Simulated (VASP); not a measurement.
## Be: single point with PBE

Be:

```xyz
1
Lattice="-1.0544 1.0544 1.0544 1.0544 -1.0544 1.0544 1.0544 1.0544 -1.0544" Properties=species:S:1:pos:R:3 pbc="T T T"
Be    0.0000    0.0000    0.0000
```

This cell differs from its parent crystal: volume scaled by 0.6.

| Quantity | Value |
| --- | --- |
| Program | VASP 6.6.1 |
| Task | single point |
| Functional | PBE |
| Potentials or basis | VASP PAW PBE potentials, release 64 (Be) |
| Cutoff | 520 eV |
| k mesh | 21 × 21 × 21 |
| Occupations | fermi-dirac, width 0.08 eV |
| Spin | no spin polarisation |
| Dipole correction | no |
| Further INCAR settings | ALGO = Normal; EDIFF = 1e-06; NBANDS = 7 |

```json
{"Pressure": "148.3 GPa", "Band gap on the k mesh": "zero (band 1 reaches 18.42 eV, above the bottom of band 2 at 11.13 eV)"}
```

Levels at points of the mesh, in eV from the Fermi level:
```csv
k point,band 1,band 2,band 3,band 4
"(0.00, 0.00, 0.00)",-15.18,29.50,29.50,29.50
```

Run time: 3 s on 1 thread of Intel(R) Xeon(R) Platinum 8375C CPU @ 2.90GHz (Ice Lake) (shared host), peak memory 0.11 GiB.
